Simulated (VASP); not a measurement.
Runs of VASP 6.6.1 on C. It takes space group Im-3m (No. 229, cubic). The conventional cell has a = 4.821 Å, b = 4.821 Å, c = 4.821 Å, α = 90.00°, β = 90.00°, γ = 90.00°. C (site symmetry 3m) has 4 C at 1.46 to 1.57 Å within 1.9 Å. 

```csv
potentials or basis,k mesh,cutoff (eV),smearing,second run,gap on the mesh (eV),pressure (GPa),largest force (eV/Å)
"VASP PAW LDA potentials, release 64 (C)",8 × 8 × 8,520,gaussian 0.02 eV,-,3.03,1.1,0.05
"VASP PAW LDA potentials, release 64 (C_h)",6 × 6 × 6,910,gaussian 0.05 eV,hard_potentials,2.91,0.5,0.04
"VASP PAW LDA potentials, release 64 (C_h)",8 × 8 × 8,910,gaussian 0.02 eV,hard_potentials,3.03,0.5,0.04
"VASP PAW LDA potentials, release 64 (C)",6 × 6 × 6,520,gaussian 0.05 eV,-,(a),1.1,0.05
"VASP PAW LDA potentials, release 64 (C_h)",8 × 8 × 8,910,gaussian 0.05 eV,hard_potentials,3.03,0.5,0.04
```

Alike in all rows: task single point; level LDA; no spin polarisation; cell as given.

Question: Fill in the values left out.

Answer: (a) 2.90.

Caveats: the cutoff is under 1.25 times the usual one of these potentials, so pressure, stress and relaxed cells hold a basis-set (Pulay) error (some runs).

A k mesh can miss the band edges.
